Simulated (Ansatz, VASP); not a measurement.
One calculation of Ba, two programs

```
CELL_PARAMETERS angstrom
0.42188 3.30617 3.30617
3.30617 0.42188 3.30617
3.30617 3.30617 0.42188
ATOMIC_POSITIONS crystal
Ba 0.00000 0.00000 0.00000
```

Alike in both runs: task single point; functional PBEsol; k mesh 14 × 14 × 14; occupations gaussian, width 0.15 eV; no spin polarisation.

|  | VASP | Ansatz |
| --- | --- | --- |
| version | VASP 6.6.1 | Ansatz 0.2.0 |
| potentials or method | VASP PAW PBE potentials, release 64 (Ba_sv), cutoff 520 eV | scalar-relativistic, plane waves, PAW |
| valence electrons in the cell | 10 | 10 |

```tsv
	VASP	Ansatz	Ansatz less VASP
gap on the k mesh at the Fermi level (eV)	none	none	-
pressure (GPa)	0.3	0.2	-0.09
traceless stress, the component that is largest in VASP (GPa)	-1.47	-1.46	+0.013
```

VASP's potentials were made for PBE, not for PBEsol. A gap of «none» marks a metal or a gap that the smearing closes. With one functional, cell and mesh, what is left measures potentials, basis and numerics.

Neither program's run includes spin-orbit coupling.
